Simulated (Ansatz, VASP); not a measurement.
**B: VASP beside Ansatz**

Contents of POSCAR:

```
B
1.0
    1.8852400000      0.0000000000      0.0000000000
    0.0000000000      1.8852400000      0.0000000000
    0.0000000000      0.0000000000      1.8852400000
B
1
Direct
    0.5000000000      0.5000000000      0.5000000000
```

INCAR.step1

```
PREC = Accurate
ENCUT = 600
EDIFF = 1E-5
ISMEAR = -1
SIGMA = 0.05
LREAL = False
LASPH = True
NELM = 80
ALGO = Normal
LWAVE = True
LCHARG = False
GGA = PE
NBANDS = 8
```

The input INCAR.step2:

```
PREC = Accurate
ENCUT = 600
EDIFF = 1E-6
ISMEAR = -1
SIGMA = 0.05
LREAL = False
LASPH = True
NELM = 80
ALGO = Normal
ISIF = 3
LWAVE = False
LCHARG = False
GGA = PS
LHFCALC = True
AEXX = 0.25
PRECFOCK = Normal
IBRION = 2
NSW = 60
EDIFFG = -0.01
ISTART = 1
```

The input KPOINTS:

```
regular mesh
0
Gamma
  7 7 7
```

input

```
crystal:
  lattice:
    - [1.88524, 0.0, 0.0]
    - [0.0, 1.88524, 0.0]
    - [0.0, 0.0, 1.88524]
  atoms:
    - { symbol: B, position: [0.5, 0.5, 0.5] }
hamiltonian:
  xc: { exchange: pbesol, correlation: pbesol, exx: { coeff: 0.25 } }
  pseudopotentials: { kind: paw }
kpoints:
  mp_grid: { grid: [7, 7, 7] }
scf:
  occupations: { method: fermi_dirac, width: 0.05 }
output:
  forces: true
  stress: true
  eigenvalues: true
  write_density: true
  write_potential: true
  elf: true
  volumetric_format: npy
relax:
  f_tol: 0.01
  max_steps: 40
  cell: { stress_tol: 0.05 }
```

Alike in both runs: task relaxation of cell and atoms; functional PBEsol-based global hybrid with a share of 0.25 of exact exchange; k mesh 7 × 7 × 7; occupations fermi-dirac, width 0.05 eV; no spin polarisation.

```csv
,VASP,Ansatz
version,VASP 6.6.1,Ansatz 0.2.0
potentials or method,"VASP PAW PBE potentials, release 64 (B)",Ansatz PAW
plane-wave cutoff (eV),600,420
valence electrons in the cell,3,3
```

```tsv
	VASP	Ansatz	Ansatz less VASP
gap on the k mesh at the Fermi level, each at its own relaxed structure (eV)	none	none	-
relaxed volume (Å³/atom)	6.52	6.52	+0.001
relaxed length of the cell vector where the two differ most in proportion (Å)	1.868	1.868	+0.0001
```

VASP's potentials were made for PBE, not for PBEsol-based global hybrid. A gap of «none» marks a metal or a gap that the smearing closes.

The k mesh is coarse, so the values compare programs but aren't converged. Noted on Ansatz's run: the plane-wave basis is chosen anew once the cell has moved, so the energies of steps on either side of that aren't comparable.
